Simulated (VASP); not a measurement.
Runs of VASP 6.6.1 on TiN (Osbornite). The structure is that of space group Fm-3m (No. 225), or close to it. The cells are those of the table. 

```tsv
cell	gap on the mesh (eV)	pressure (GPa)
a = 2.915 Å, angles 60.0°, 2 atoms	none	13.6
a = 2.956 Å, angles 60.0°, 2 atoms	none	(a)
a = 2.872 Å, angles 60.0°, 2 atoms	none	31.7
a = 3.036 Å, angles 60.0°, 2 atoms	none	-22.3
a = 2.997 Å, angles 60.0°, 2 atoms	none	-12.8
a = 3.075 Å, angles 60.0°, 2 atoms	none	-29.9
a = 3.112 Å, angles 60.0°, 2 atoms	none	(b)
```

Alike in all rows: task single point; level LDA; potentials or basis VASP PAW LDA potentials, release 64 (Ti_sv, N); no spin polarisation; k mesh 12 × 12 × 12; cutoff (eV) 520; smearing methfessel-paxton 0.1 eV.

Problem. Fill in the values left out.

Solution. (a) -1.0; (b) -35.9.

A gap of «none» marks levels without a gap at the run's occupations.
